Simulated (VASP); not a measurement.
Here is a VASP 6.6.1 calculation.

Contents of INCAR:

```
PREC = Accurate ; ENCUT = 520
EDIFF = 1E-6 ; ISMEAR = 0
SIGMA = 0.01 ; LREAL = False
LASPH = True ; NELM = 60
ALGO = Normal ; ISIF = 2
LWAVE = False ; LCHARG = False
GGA = PE ; NBANDS = 32
```

Contents of KPOINTS:

```
regular mesh
0
Gamma
  6 6 6
```

POSCAR

```
Bi2Te3
1.0
    2.1930000000      1.2661290000     10.1656670000
   -2.1930000000      1.2661290000     10.1656670000
    0.0000000000     -2.5322580000     10.1656670000
Bi Te
2 3
Direct
    0.4000000000      0.4000000000      0.4000000000
    0.6263269646      0.6263269646      0.5473460708
    0.0000000000      0.0000000000      0.0000000000
    0.2095000000      0.2095000000      0.2095000000
    0.7905000000      0.7905000000      0.7905000000
```

Potentials or basis: VASP PAW PBE potentials, release 64 (Bi_d, Te).

Run with:

```console
$ cat potpaw_PBE.64/Bi_d/POTCAR potpaw_PBE.64/Te/POTCAR > POTCAR
$ mpirun -np 1 vasp_std > vasp.out
```

Task: Estimate the band gap on the k mesh.

Result: 0.32 eV.

Task: Predict the pressure.

Result: 2.1 GPa.

Task: Estimate the largest force.

Result: 0.516 eV/Å.

Stress tensor (GPa, compression positive):
```
 2.28  0.00  0.00
 0.00  2.03 -0.28
 0.00 -0.28  2.07
```

Caveat: spin-orbit coupling is left out, which moves the levels of the heavy elements. A k mesh can miss the band edges.
